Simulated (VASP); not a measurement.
Runs of VASP 6.6.1 on SiC. The structure is that of space group F-43m (No. 216), or close to it. The cells are those of the table. 

```csv
cell,gap on the mesh (eV),pressure (GPa)
"a = 3.156, b = 3.075 Å, angles 60.9, 58.3, 60.9°, 2 atoms",1.13,(a)
"a = 3.052, b = 3.075 Å, angles 59.8, 60.5, 59.8°, 2 atoms",1.18,8.4
"a = 3.168, b = 3.075 Å, angles 61.0, 58.1, 61.0°, 2 atoms",1.10,-7.4
"a = 3.098, b = 3.075 Å, angles 60.2, 59.5, 60.2°, 2 atoms",1.29,1.4
"a = 3.029, b = 3.075 Å, angles 59.5, 61.0, 59.5°, 2 atoms",1.00,12.2
"a = 3.144, b = 3.075 Å, angles 60.7, 58.5, 60.7°, 2 atoms",1.16,-4.7
"a = 3.121, b = 3.075 Å, angles 60.5, 59.0, 60.5°, 2 atoms",1.22,(b)
```

Alike in all rows: task single point; level PBE; potentials or basis VASP PAW PBE potentials, release 64 (Si, C); no spin polarisation; k mesh 12 × 12 × 12; cutoff (eV) 520; smearing gaussian 0.05 eV.

Q: Estimate the missing entries.

A: (a) -6.1; (b) -1.7.

A k mesh can miss the band edges.
